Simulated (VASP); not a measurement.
Write the native input for VASP 6.6.1 that does the following.

- Task: single point
- Functional: PBEsol
- Potentials or basis: VASP PAW PBE potentials, release 64 (Cr_pv)
- Cutoff: 520 eV
- k mesh: 24 × 24 × 24
- Occupations: gaussian, width 0.15 eV
- Spin: no spin polarisation
- Dipole correction: no
- Further INCAR settings: ALGO = Normal; EDIFF = 1e-06; NBANDS = 12

The structure of Cr lies in POSCAR:

```
Cr
1.0
   -1.3698525000      1.3698525000      1.4059012500
    1.3698525000     -1.3698525000      1.4059012500
    1.3698525000      1.3698525000     -1.4059012500
Cr
1
Direct
    0.0000000000      0.0000000000      0.0000000000
```

This cell differs from its parent crystal: strain -0.050 along x and y, -0.025 along z.

The input as run:

INCAR

```
SYSTEM = Cr
PREC     = Accurate       ! precision mode
ENCUT    = 520            ! plane-wave cutoff, eV
EDIFF    = 1E-6           ! SCF threshold, eV
ISMEAR   = 0              ! smearing method
SIGMA    = 0.15           ! smearing width, eV
LREAL    = .False.        ! projectors in reciprocal space
LASPH    = .True.         ! aspherical terms in the spheres
NELM     = 100            ! most SCF steps
ALGO     = Normal         ! electronic algorithm
ISIF     = 2              ! what is computed and relaxed
LWAVE    = .False.        ! write WAVECAR
LCHARG   = .False.        ! write CHGCAR
GGA      = PS             ! functional
NBANDS   = 12             ! bands
```

KPOINTS

```
regular mesh
0
Gamma
  24 24 24
  0 0 0
```

Potentials or basis: VASP PAW PBE potentials, release 64 (Cr_pv).

Launch:

```sh
$ cat potpaw_PBE.64/Cr_pv/POTCAR > POTCAR
$ mpirun -np 1 vasp_std > vasp.out
```

Results of the run:

* Pressure: 16.8 GPa
* Band gap on the k mesh: zero (band 6 reaches 14.93 eV, above the bottom of band 7 at 11.28 eV)

Caveat: the cell differs from its parent crystal (strain -0.050 along x and y, -0.025 along z); the PAW data sets were made with another functional, which shifts forces and pressure a little; the run has no spin polarisation, though such a crystal can be magnetic.

Run time: 60 s on 1 thread of Intel(R) Xeon(R) Platinum 8488C (Sapphire Rapids), with other jobs on the host, peak memory 0.21 GiB.
